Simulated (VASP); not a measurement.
# NbAs (I4_1md) in VASP: a series of runs, part 2 of 2

VASP 6.6.1. Earlier steps stand in the parts before.

## Step 3: Single point, PBEsol+U

This run uses another cell than the first one, of 17.39 Å³/atom.

The input, INCAR:

```
  PREC = Accurate
  ENCUT = 520
  EDIFF = 1E-7
  ISMEAR = -1
  SIGMA = 0.05
  LREAL = False
  LASPH = True
  NELM = 150
  ALGO = Normal
  ISIF = 2
  LWAVE = False
  LCHARG = True
  LMAXMIX = 4
  LDAU = True
  LDAUTYPE = 2
  LDAUL = 2 -1
  LDAUU = 5 0
  LDAUJ = 0 0
  LDAUPRINT = 1
  GGA = PS
  LELF = True
  LVHAR = True
  NBANDS = 26
```

The input, KPOINTS:

```
regular mesh
0
Gamma
  11 11 11
```

The input, POSCAR:

```
NbAs
1.0
   -1.7258500000      1.7258500000      5.8400000000
    1.7258500000     -1.7258500000      5.8400000000
    1.7258500000      1.7258500000     -5.8400000000
Nb As
2 2
Direct
    0.5000000000      0.0000000000      0.5000000000
    0.7500000000      0.7500000000      0.0000000000
    0.9160000000      0.4160000000      0.5000000000
    0.1660000000      0.1660000000      0.0000000000
```

Potentials or basis: VASP PAW PBE potentials, release 64 (Nb_sv, As).

Launch:

```bash
$ cat potpaw_PBE.64/Nb_sv/POTCAR potpaw_PBE.64/As/POTCAR > POTCAR
$ mpirun -np 1 vasp_std > vasp.out
```

OUTCAR:

```text
PREC = Accurate
   ENCUT = 520
   EDIFF = 1E-7
   ISMEAR = -1
   LREAL = False
   LASPH = True
   NELM = 150
   ISIF = 2
   GGA = PS

 ion  position               nearest neighbor table
   1  0.500  0.000  0.500-   4 2.60   4 2.60   3 2.63   3 2.63   3 2.63   3 2.63
   2  0.750  0.750  0.000-   3 2.60   3 2.60   4 2.63   4 2.63   4 2.63   4 2.63
   3  0.916  0.416  0.500-   2 2.60   2 2.60   1 2.63   1 2.63   1 2.63   1 2.63
   4  0.166  0.166  0.000-   1 2.60   1 2.60   2 2.63   2 2.63   2 2.63   2 2.63

  LATTYP: Found a body centered tetragonal cell.
 ALAT       =     3.4517000000
 C/A-ratio  =     3.3838398470

  Lattice vectors:

 A1 = (  -1.7258500000,   1.7258500000,   5.8400000000)
 A2 = (   1.7258500000,  -1.7258500000,   5.8400000000)
 A3 = (   1.7258500000,   1.7258500000,  -5.8400000000)

Analysis of symmetry for initial positions (statically):
=====================================================================
 Subroutine PRICEL returns:
 Original cell was already a primitive cell.

 Routine SETGRP: Setting up the symmetry group for a
 body centered tetragonal supercell.

 Subroutine GETGRP returns: Found  8 space group operations
 (whereof  4 operations were pure point group operations)
 out of a pool of 16 trial point group operations.

The static configuration has the point symmetry C_2v.
 The point group associated with its full space group is C_4v.

Analysis of symmetry for dynamics (positions and initial velocities):
=====================================================================
 Subroutine PRICEL returns:
 Original cell was already a primitive cell.

 Routine SETGRP: Setting up the symmetry group for a
 body centered tetragonal supercell.

 Subroutine GETGRP returns: Found  8 space group operations
 (whereof  4 operations were pure point group operations)
 out of a pool of 16 trial point group operations.

The dynamic configuration has the point symmetry C_2v.
 The point group associated with its full space group is C_4v.

 Subroutine INISYM returns: Found  8 space group operations
 (whereof  4 operations are pure point group operations),
 and found     1 'primitive' translations

----------------------------------------------------------------------------------------
[... 161 lines left out ...]
  o =  0.1906  v =  0.0000  0.0000  0.0000  0.0000  0.0000  0.0000  0.0000  0.0331  0.0000  0.9995      0.0000  0.0000  0.0000  0.0000  0.0000  0.0000  0.0000  0.0000  0.0000  0.0000
  o =  0.2073  v =  0.0000  1.0000  0.0000 -0.0000 -0.0000  0.0000  0.0000  0.0000  0.0000  0.0000      0.0000  0.0000  0.0000  0.0000  0.0000  0.0000  0.0000  0.0000  0.0000  0.0000
  o =  0.2073  v =  0.0000  0.0000  0.0000  0.0000  0.0000  0.0000  1.0000  0.0000 -0.0000 -0.0000      0.0000  0.0000  0.0000  0.0000  0.0000  0.0000  0.0000  0.0000  0.0000  0.0000
  o =  0.2146  v =  1.0000  0.0000  0.0000  0.0000  0.0000  0.0000  0.0000  0.0000  0.0000  0.0000      0.0000  0.0000  0.0000  0.0000  0.0000  0.0000  0.0000  0.0000  0.0000  0.0000
  o =  0.2146  v =  0.0000  0.0000  0.0000  0.0000  0.0000  1.0000  0.0000  0.0000  0.0000  0.0000      0.0000  0.0000  0.0000  0.0000  0.0000  0.0000  0.0000  0.0000  0.0000  0.0000
  o =  0.2178  v =  0.0000  0.0000  0.0000  0.0000  0.0000  0.0000 -0.0000  0.0000  1.0000 -0.0000      0.0000  0.0000  0.0000  0.0000  0.0000  0.0000  0.0000  0.0000  0.0000  0.0000
  o =  0.2178  v =  0.0000 -0.0000  0.0000  1.0000 -0.0000  0.0000  0.0000  0.0000  0.0000  0.0000      0.0000  0.0000  0.0000  0.0000  0.0000  0.0000  0.0000  0.0000  0.0000  0.0000
  o =  0.2223  v =  0.0000  0.0000  0.0000  0.0000  0.0000  0.0000 -0.0000  0.9995 -0.0000 -0.0331      0.0000  0.0000  0.0000  0.0000  0.0000  0.0000  0.0000  0.0000  0.0000  0.0000
  o =  0.2223  v =  0.0000 -0.0000  0.9995 -0.0000 -0.0331  0.0000  0.0000  0.0000  0.0000  0.0000      0.0000  0.0000  0.0000  0.0000  0.0000  0.0000  0.0000  0.0000  0.0000  0.0000

atom =   2  type =  1  l = 2

 onsite density matrix

spin component  1

  0.2146  0.0000 -0.0000 -0.0000  0.0000
  0.0000  0.2178 -0.0000 -0.0000  0.0000
 -0.0000 -0.0000  0.2223  0.0000  0.0010
 -0.0000 -0.0000  0.0000  0.2073 -0.0000
  0.0000  0.0000  0.0010 -0.0000  0.1906

spin component  2

  0.2146  0.0000 -0.0000 -0.0000  0.0000
  0.0000  0.2178 -0.0000 -0.0000  0.0000
 -0.0000 -0.0000  0.2223  0.0000  0.0010
 -0.0000 -0.0000  0.0000  0.2073 -0.0000
  0.0000  0.0000  0.0010 -0.0000  0.1906

 occupancies and eigenvectors

  o =  0.1906  v =  0.0000 -0.0000 -0.0331 -0.0000  0.9995  0.0000  0.0000  0.0000  0.0000  0.0000      0.0000  0.0000  0.0000  0.0000  0.0000  0.0000  0.0000  0.0000  0.0000  0.0000
  o =  0.1906  v =  0.0000  0.0000  0.0000  0.0000  0.0000  0.0000 -0.0000 -0.0331 -0.0000  0.9995      0.0000  0.0000  0.0000  0.0000  0.0000  0.0000  0.0000  0.0000  0.0000  0.0000
  o =  0.2073  v =  0.0000  0.0000 -0.0000 -1.0000 -0.0000  0.0000  0.0000  0.0000  0.0000  0.0000      0.0000  0.0000  0.0000  0.0000  0.0000  0.0000  0.0000  0.0000  0.0000  0.0000
  o =  0.2073  v =  0.0000  0.0000  0.0000  0.0000  0.0000  0.0000  0.0000 -0.0000 -1.0000 -0.0000      0.0000  0.0000  0.0000  0.0000  0.0000  0.0000  0.0000  0.0000  0.0000  0.0000
  o =  0.2146  v =  1.0000  0.0000  0.0000  0.0000  0.0000  0.0000  0.0000  0.0000  0.0000  0.0000      0.0000  0.0000  0.0000  0.0000  0.0000  0.0000  0.0000  0.0000  0.0000  0.0000
  o =  0.2146  v =  0.0000  0.0000  0.0000  0.0000  0.0000  1.0000  0.0000  0.0000  0.0000  0.0000      0.0000  0.0000  0.0000  0.0000  0.0000  0.0000  0.0000  0.0000  0.0000  0.0000
  o =  0.2178  v =  0.0000  0.0000  0.0000  0.0000  0.0000  0.0000  1.0000  0.0000  0.0000  0.0000      0.0000  0.0000  0.0000  0.0000  0.0000  0.0000  0.0000  0.0000  0.0000  0.0000
  o =  0.2178  v =  0.0000  1.0000  0.0000  0.0000  0.0000  0.0000  0.0000  0.0000  0.0000  0.0000      0.0000  0.0000  0.0000  0.0000  0.0000  0.0000  0.0000  0.0000  0.0000  0.0000
  o =  0.2223  v =  0.0000  0.0000  0.0000  0.0000  0.0000  0.0000 -0.0000  0.9995 -0.0000  0.0331      0.0000  0.0000  0.0000  0.0000  0.0000  0.0000  0.0000  0.0000  0.0000  0.0000
  o =  0.2223  v =  0.0000 -0.0000  0.9995 -0.0000  0.0331  0.0000  0.0000  0.0000  0.0000  0.0000      0.0000  0.0000  0.0000  0.0000  0.0000  0.0000  0.0000  0.0000  0.0000  0.0000

 number of electron      35.9999999 magnetization

 Free energy of the ion-electron system (eV)
  ---------------------------------------------------
  ext. energy  EPLUGINS =         0.00000000
  ---------------------------------------------------
  free energy    TOTEN  =       -26.25371418 eV

  energy without entropy =      -26.24854163  energy(sigma->0) =      -26.25112791

 E-fermi :  10.0532     XC(G=0): -11.9878

 val. band max:       10.0340787213   @ k =  -0.0909  -0.4545   0.0909
 cond. band min:      10.0647912290   @ k =  -0.0909  -0.4545   0.0909
 fundamental gap:      0.0307125077
 Fermi energy:        10.0531746412

 k-point     1 :       0.0000    0.0000    0.0000
  band No.  band energies     occupation
      1     -46.2356      2.00000
      2     -46.2082      2.00000
      3     -22.3986      2.00000
      4     -22.3198      2.00000
      5     -22.3198      2.00000
      6     -22.1581      2.00000
[... 685 lines left out ...]
     25      13.8063      0.00000
     26      15.2106      0.00000

 [... further k-points ...]

------------------------ aborting loop because EDIFF is reached ----------------------------------------

  FORCE on cell =-STRESS in cart. coord.  units (eV):
  Direction    XX          YY          ZZ          XY          YZ          ZX
  --------------------------------------------------------------------------------------
  -------------------------------------------------------------------------------------
  Total        1.7648359      1.7648359      2.0160815      0.0000000      0.0000000      0.0000000
  in kB       40.6383417     40.6383417     46.4236987      0.0000000      0.0000000      0.0000000
  external PRESSURE =      42.5667940 kB  Pullay stress =       0.0000000 kB

 VOLUME and BASIS-vectors are now :
 -----------------------------------------------------------------------------
  energy-cutoff  :      520.00
  volume of cell :       69.58
      direct lattice vectors                 reciprocal lattice vectors
    -1.725850000  1.725850000  5.840000000     0.000000000  0.289712316  0.085616438
     1.725850000 -1.725850000  5.840000000     0.289712316  0.000000000  0.085616438
     1.725850000  1.725850000 -5.840000000     0.289712316  0.289712316  0.000000000

 POSITION                                       TOTAL-FORCE (eV/Angst)
 -----------------------------------------------------------------------------------
      0.00000      1.72585      0.00000         0.000000      0.000000     -0.304214
      0.00000      0.00000      8.76000        -0.000000     -0.000000     -0.304214
      0.00000      1.72585      4.85888         0.000000      0.000000      0.304214
      0.00000      0.00000      1.93888         0.000000      0.000000      0.304214
 -----------------------------------------------------------------------------------
    total drift:                               -0.000000     -0.000000      0.000030

  FREE ENERGIE OF THE ION-ELECTRON SYSTEM (eV)
  ---------------------------------------------------
  free  energy   TOTEN  =       -26.2537141841 eV

  energy  without entropy=      -26.2485416325  energy(sigma->0) =      -26.25112791
```

Wall time 9.5 min (1 thread of Intel Xeon Platinum 8259CL at 2.50GHz (Skylake/Cascade Lake), shared host); peak memory 0.45 GiB.

What came out:

- Free energy: -26.2537 eV
- Pressure: 4.3 GPa
- Largest force: 0.304 eV/Å
- Band gap on the k mesh: zero (bands 18 and 19 overlap by 0.03 eV)

Forces on the atoms (eV/Å):
```
Nb   0.000  0.000 -0.304
Nb   0.000  0.000 -0.304
As   0.000  0.000  0.304
As   0.000  0.000  0.304
```

Eigenvalues of the final occupation matrices:
```csv
site,spin,trace,eigenvalues
site 1 d,1,1.05,0.19 0.21 0.21 0.22 0.22
site 1 d,2,1.05,0.19 0.21 0.21 0.22 0.22
site 2 d,1,1.05,0.19 0.21 0.21 0.22 0.22
site 2 d,2,1.05,0.19 0.21 0.21 0.22 0.22
```

Caveat: the cell stands under pressure; the PAW data sets were made with another functional, which shifts forces and pressure a little; U without spin polarisation on a metal has little footing; the U is typed as a test and isn't derived for this compound.

The gap in the log of VASP goes by the Fermi energy; the results here count the filled bands.